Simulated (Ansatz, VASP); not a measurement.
# Hf3N in VASP and in Ansatz

```
Hf N
1.0
     0.00000    4.49153    4.49153
     4.49153    0.00000    4.49153
     4.49153    4.49153    0.00000
Hf N
6 2
Direct
  0.72819 0.27181 0.72819
  0.27181 0.27181 0.72819
  0.27181 0.72819 0.27181
  0.27181 0.72819 0.72819
  0.72819 0.27181 0.27181
  0.72819 0.72819 0.27181
  0.50000 0.50000 0.50000
  0.00000 0.00000 0.00000
```

Change from the starting cell: species swapped into the SnF3 type (Fm-3m, No. 225).

Alike in both runs: task relaxation of cell and atoms; functional PBE; k mesh 4 × 4 × 4; occupations gaussian, width 0.1 eV; no spin polarisation.

```csv
,VASP,Ansatz
version,VASP 6.6.1,Ansatz 0.2.0
potentials or method,"VASP PAW PBE potentials, release 64 (Hf_pv, N), cutoff 600 eV","scalar-relativistic, plane waves, PAW"
valence electrons in the cell,70,166
```

VASP gave:

| Property | Result |
| --- | --- |
| gap on the k mesh at the Fermi level, each at its own relaxed structure (eV) | none |
| relaxed volume (Å³/atom) | 21.14 |
| relaxed cell length with the largest relative difference (Å) | 6.207 |

Question: What did Ansatz give for the same quantities?

Answer: gap on the k mesh at the Fermi level, each at its own relaxed structure (eV): none; relaxed volume (Å³/atom): 21.23; relaxed cell length with the largest relative difference (Å): 6.216.

A gap of «none» marks a metal or a gap that the smearing closes. VASP's potentials hold 70 valence electrons a cell and Ansatz's 166, so a difference there can come from the potentials and not from the codes.

Spin-orbit coupling is off throughout.
